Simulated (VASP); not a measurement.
# HfC (Fm-3m) in VASP: further runs

HfC is run at these levels: PBE; tasks: single point.

Program: VASP 6.6.1. These are calculated values, not measurements. Logs are shortened: lines on timing, memory, paths and dates and some standing lists are left out, and cuts for length are marked.

## Step 1: The cell of the first run

Symmetry: Fm-3m, No. 225, cubic system. The conventional cell has a = 4.698 Å, b = 4.698 Å, c = 4.698 Å, α = 90.00°, β = 90.00°, γ = 90.00°. Within 3.1 Å of Hf (site symmetry m-3m) lie 6 C at 2.35 Å. Within 3.1 Å of C (site symmetry m-3m) lie 6 Hf at 2.35 Å.

## Step 2: Single point, PBE (volume scaled by 1.03)

Input file INCAR:

```
  PREC = Accurate
  ENCUT = 520
  EDIFF = 1E-6
  ISMEAR = 0
  SIGMA = 0.1
  LREAL = F
  LASPH = T
  NELM = 60
  ALGO = Normal
  ISIF = 2
  LWAVE = F
  LCHARG = T
  GGA = PE
  LELF = T
  LVHAR = T
  NBANDS = 14
```

Input file KPOINTS:

```
regular mesh
0
Gamma
  16 16 16
```

Input file POSCAR:

```
HfC
1.0
    0.0000000000      2.3487754082      2.3487754082
    2.3487754082      0.0000000000      2.3487754082
    2.3487754082      2.3487754082      0.0000000000
Hf C
1 1
Direct
    0.5000000000      0.5000000000      0.5000000000
    0.0000000000      0.0000000000      0.0000000000
```

Potentials or basis: VASP PAW PBE potentials, release 64 (Hf_pv, C).

Started as:

```bash
cat potpaw_PBE.64/Hf_pv/POTCAR potpaw_PBE.64/C/POTCAR > POTCAR
mpirun -np 1 vasp_std > vasp.out
```

OUTCAR:

```text
PREC = Accurate
   ENCUT = 520
   EDIFF = 1E-6
   ISMEAR = 0
   LREAL = F
   LASPH = T
   NELM = 60
   ISIF = 2
   GGA = PE

 ion  position               nearest neighbor table
   1  0.500  0.500  0.500-   2 2.35   2 2.35   2 2.35   2 2.35   2 2.35   2 2.35
   2  0.000  0.000  0.000-   1 2.35   1 2.35   1 2.35   1 2.35   1 2.35   1 2.35

  LATTYP: Found a face centered cubic cell.
 ALAT       =     4.6975508164

  Lattice vectors:

 A1 = (   0.0000000000,   2.3487754082,   2.3487754082)
 A2 = (   2.3487754082,   0.0000000000,   2.3487754082)
 A3 = (   2.3487754082,   2.3487754082,   0.0000000000)

Analysis of symmetry for initial positions (statically):
=====================================================================
 Subroutine PRICEL returns:
 Original cell was already a primitive cell.

 Routine SETGRP: Setting up the symmetry group for a
 face centered cubic supercell.

 Subroutine GETGRP returns: Found 48 space group operations
 (whereof 48 operations were pure point group operations)
 out of a pool of 48 trial point group operations.

The static configuration has the point symmetry O_h .

Analysis of symmetry for dynamics (positions and initial velocities):
=====================================================================
 Subroutine PRICEL returns:
 Original cell was already a primitive cell.

 Routine SETGRP: Setting up the symmetry group for a
 face centered cubic supercell.

 Subroutine GETGRP returns: Found 48 space group operations
 (whereof 48 operations were pure point group operations)
 out of a pool of 48 trial point group operations.

The dynamic configuration has the point symmetry O_h .

 Subroutine INISYM returns: Found 48 space group operations
 (whereof 48 operations are pure point group operations),
 and found     1 'primitive' translations

----------------------------------------------------------------------------------------

                                     Primitive cell

  volume of cell :      25.9152

  direct lattice vectors                    reciprocal lattice vectors
     0.000000000  2.348775408  2.348775408    -0.212876888  0.212876888  0.212876888
     2.348775408  0.000000000  2.348775408     0.212876888 -0.212876888  0.212876888
     2.348775408  2.348775408  0.000000000     0.212876888  0.212876888 -0.212876888

  length of vectors
     3.321670037  3.321670037  3.321670037     0.368713586  0.368713586  0.368713586

  position of ions in fractional coordinates (direct lattice)
     0.500000000  0.500000000  0.500000000
     0.000000000  0.000000000  0.000000000
[... 89 lines left out ...]
   NUPDOWN=      -1.0000    fix difference up-down
   EMIN   =  10.00;   EMAX   =-10.00  energy-range for DOS
   EFERMI =   0.00;   METHOD = LEGACY
   ISMEAR =     0;   SIGMA  =   0.10  broadening in eV -4-tet -1-fermi 0-gaus
   EFERMI_NEDOS =   21; number of points for ismear=-14 and -15
   IALGO  =     38    algorithm
   IMIX   =      4    mixing-type and parameters
     AMIX     =   0.40;   BMIX     =  1.00
     AMIX_MAG =   1.60;   BMIX_MAG =  1.00
  volume/ion in A,a.u.               =      12.96        87.44
  Fermi-wavevector in a.u.,A,eV,Ry     =   1.333315  2.519600 24.187461  1.777728
  Thomas-Fermi vector in A             =   2.462182
   LORBIT       =      0    0 simple, 1 ext, 2 COOP (PROOUT), +10 PAW based schemes
   GGA     = PE    functional components
   LHFCALC =     F    Hartree Fock is set to
   AEXX    =    0.0000 exact exchange contribution
   IVDW    =     0    specifies the selected vdW correction
   LEPSILON=     F    determine dielectric tensor
   LRPA    =     F    only Hartree local field effects (RPA)
 non-spin polarized calculation
 Gauss-broadening in eV      SIGMA  =   0.10
  energy-cutoff  :      520.00
  volume of cell :       25.92
 maximum number of plane-waves:       725
 NGX is ok and might be reduce to    28
   NGX = 13   NGY = 13   NGZ = 13

 number of electron      14.0000001 magnetization

 Free energy of the ion-electron system (eV)
  ---------------------------------------------------
  ext. energy  EPLUGINS =         0.00000000
  ---------------------------------------------------
  free energy    TOTEN  =       -21.02703469 eV

  energy without entropy =      -21.02499404  energy(sigma->0) =      -21.02601437

 E-fermi :   5.7024     XC(G=0): -12.1352

 val. band max:        5.6982056233   @ k =   0.5000   0.4375   0.0000
 cond. band min:       5.7121785999   @ k =   0.1250   0.1250   0.0000
 fundamental gap:      0.0139729766
 Fermi energy:         5.7023577768

 k-point     1 :       0.0000    0.0000    0.0000
  band No.  band energies     occupation
      1     -24.0007      2.00000
      2     -24.0007      2.00000
      3     -24.0007      2.00000
      4      -6.4334      2.00000
      5       6.7052      0.00000
      6       6.7052      0.00000
      7       6.7052      0.00000
      8       7.1005      0.00000
      9       7.1005      0.00000
     10       7.1005      0.00000
     11       9.0154      0.00000
     12       9.0154      0.00000
     13      12.1918      0.00000
     14      16.6325      0.00000
[... 377 lines left out ...]
      1     -24.0585      2.00000
      2     -24.0167      2.00000
      3     -24.0025      2.00000
      4      -6.1866      2.00000
      5       5.3450      2.00000
      6       5.6546      1.50066
      7       5.7699      0.33953
      8       7.2561      0.00000
      9       7.8866      0.00000
     10       7.8870      0.00000
     11       9.5767      0.00000
     12      10.4529      0.00000
     13      12.8044      0.00000
     14      17.3246      0.00000

 [... further k-points ...]

------------------------ aborting loop because EDIFF is reached ----------------------------------------

  FORCE on cell =-STRESS in cart. coord.  units (eV):
  Direction    XX          YY          ZZ          XY          YZ          ZX
  --------------------------------------------------------------------------------------
  -------------------------------------------------------------------------------------
  Total       -1.1752729     -1.1752729     -1.1752729     -0.0000000      0.0000000     -0.0000000
  in kB      -72.6599053    -72.6599053    -72.6599053     -0.0000000      0.0000000     -0.0000000
  external PRESSURE =     -72.6599053 kB  Pullay stress =       0.0000000 kB

 VOLUME and BASIS-vectors are now :
 -----------------------------------------------------------------------------
  energy-cutoff  :      520.00
  volume of cell :       25.92
      direct lattice vectors                 reciprocal lattice vectors
     0.000000000  2.348775408  2.348775408    -0.212876888  0.212876888  0.212876888
     2.348775408  0.000000000  2.348775408     0.212876888 -0.212876888  0.212876888
     2.348775408  2.348775408  0.000000000     0.212876888  0.212876888 -0.212876888

 POSITION                                       TOTAL-FORCE (eV/Angst)
 -----------------------------------------------------------------------------------
      2.34878      2.34878      2.34878         0.000000      0.000000      0.000000
      0.00000      0.00000      0.00000        -0.000000     -0.000000     -0.000000
 -----------------------------------------------------------------------------------
    total drift:                                0.000000      0.000000      0.000000

  FREE ENERGIE OF THE ION-ELECTRON SYSTEM (eV)
  ---------------------------------------------------
  free  energy   TOTEN  =       -21.0270346916 eV

  energy  without entropy=      -21.0249940401  energy(sigma->0) =      -21.02601437
```

It took 70 s on 1 thread of Intel Xeon Platinum 8259CL at 2.50GHz (Skylake/Cascade Lake), shared host; peak memory 0.2 GiB.

Results:

```
Free energy            : -21.0270 eV
Pressure               : -7.3 GPa
Band gap on the k mesh : zero (band 7 reaches 6.71 eV, above the bottom of band 8 at 5.30 eV)
```

Caveat: spin-orbit coupling is left out, which moves the levels of the heavy elements.

## Step 3: Single point, PBE (volume scaled by 1.06)

Input file INCAR:

```
SYSTEM = HfC
ALGO = Normal
EDIFF = 1E-6
ENCUT = 520
GGA = PE
ISIF = 2
ISMEAR = 0
LASPH = .TRUE.
LCHARG = .TRUE.
LELF = .TRUE.
LREAL = .FALSE.
LVHAR = .TRUE.
LWAVE = .FALSE.
NBANDS = 14
NELM = 80
PREC = Accurate
SIGMA = 0.1
```

Input file KPOINTS:

```
k-points
0
G
  16 16 16
  0 0 0
```

Input file POSCAR:

```
HfC
1.0
    0.0000000000      2.3713611727      2.3713611727
    2.3713611727      0.0000000000      2.3713611727
    2.3713611727      2.3713611727      0.0000000000
Hf C
1 1
Direct
    0.5000000000      0.5000000000      0.5000000000
    0.0000000000      0.0000000000      0.0000000000
```

Potentials or basis: VASP PAW PBE potentials, release 64 (Hf_pv, C).

Started as:

```bash
cat potpaw_PBE.64/Hf_pv/POTCAR potpaw_PBE.64/C/POTCAR > POTCAR
mpirun -np 1 vasp_std > vasp.out
```

OUTCAR:

```text
SYSTEM = HfC
   EDIFF = 1E-6
   ENCUT = 520
   GGA = PE
   ISIF = 2
   ISMEAR = 0
   LASPH = .TRUE.
   LREAL = .FALSE.
   NELM = 80
   PREC = Accurate

 ion  position               nearest neighbor table
   1  0.500  0.500  0.500-   2 2.37   2 2.37   2 2.37   2 2.37   2 2.37   2 2.37
   2  0.000  0.000  0.000-   1 2.37   1 2.37   1 2.37   1 2.37   1 2.37   1 2.37

  LATTYP: Found a face centered cubic cell.
 ALAT       =     4.7427223454

  Lattice vectors:

 A1 = (   0.0000000000,   2.3713611727,   2.3713611727)
 A2 = (   2.3713611727,   0.0000000000,   2.3713611727)
 A3 = (   2.3713611727,   2.3713611727,   0.0000000000)

Analysis of symmetry for initial positions (statically):
=====================================================================
 Subroutine PRICEL returns:
 Original cell was already a primitive cell.

 Routine SETGRP: Setting up the symmetry group for a
 face centered cubic supercell.

 Subroutine GETGRP returns: Found 48 space group operations
 (whereof 48 operations were pure point group operations)
 out of a pool of 48 trial point group operations.

The static configuration has the point symmetry O_h .
[... 175 lines left out ...]
      5       6.4758      0.00000
      6       6.4758      0.00000
      7       6.4758      0.00000
      8       6.8729      0.00000
      9       6.8729      0.00000
     10       6.8729      0.00000
     11       8.7109      0.00000
     12       8.7109      0.00000
     13      11.6487      0.00000
     14      16.3343      0.00000
[... 377 lines left out ...]
      1     -24.4063      2.00000
      2     -24.3693      2.00000
      3     -24.3566      2.00000
      4      -6.2666      2.00000
      5       5.1403      2.00000
      6       5.4555      1.38857
      7       5.5685      0.27569
      8       7.0234      0.00000
      9       7.6296      0.00000
     10       7.6355      0.00000
     11       9.2469      0.00000
     12      10.1047      0.00000
     13      12.2725      0.00000
     14      16.9994      0.00000

 [... further k-points ...]

------------------------ aborting loop because EDIFF is reached ----------------------------------------

  FORCE on cell =-STRESS in cart. coord.  units (eV):
  Direction    XX          YY          ZZ          XY          YZ          ZX
  --------------------------------------------------------------------------------------
  -------------------------------------------------------------------------------------
  Total       -2.1539478     -2.1539478     -2.1539478     -0.0000000      0.0000000      0.0000000
  in kB     -129.3965321   -129.3965321   -129.3965321     -0.0000000      0.0000000      0.0000000
  external PRESSURE =    -129.3965321 kB  Pullay stress =       0.0000000 kB

 VOLUME and BASIS-vectors are now :
 -----------------------------------------------------------------------------
  energy-cutoff  :      520.00
  volume of cell :       26.67
      direct lattice vectors                 reciprocal lattice vectors
     0.000000000  2.371361173  2.371361173    -0.210849366  0.210849366  0.210849366
     2.371361173  0.000000000  2.371361173     0.210849366 -0.210849366  0.210849366
     2.371361173  2.371361173  0.000000000     0.210849366  0.210849366 -0.210849366

 POSITION                                       TOTAL-FORCE (eV/Angst)
 -----------------------------------------------------------------------------------
      2.37136      2.37136      2.37136        -0.000000      0.000000     -0.000000
      0.00000      0.00000      0.00000         0.000000     -0.000000      0.000000
 -----------------------------------------------------------------------------------
    total drift:                                0.000000      0.000000      0.000000

  FREE ENERGIE OF THE ION-ELECTRON SYSTEM (eV)
  ---------------------------------------------------
  free  energy   TOTEN  =       -20.9793628682 eV

  energy  without entropy=      -20.9774110004  energy(sigma->0) =      -20.97838693
```

Wall time 85 s (1 thread of Intel Xeon Platinum 8259CL at 2.50GHz (Skylake/Cascade Lake), shared host); peak memory 0.2 GiB.

What came out:

- Free energy: -20.9794 eV
- Pressure: -12.9 GPa
- Band gap on the k mesh: zero (band 7 reaches 6.48 eV, above the bottom of band 8 at 5.11 eV)

Levels at points of the mesh, in eV from the Fermi level:
```
           k point  band 5  band 6  band 7  band 8  band 9  band 10
(0.00, 0.00, 0.00)    0.98    0.98    0.98    1.38    1.38     1.38
(0.50, 0.00, 0.00)   -5.86   -2.77   -2.77    4.99    4.99     5.42
(0.50, 0.50, 0.00)   -2.61   -1.57   -0.13   -0.13    4.98     6.28
```

Caveat: spin-orbit coupling is left out, which moves the levels of the heavy elements.
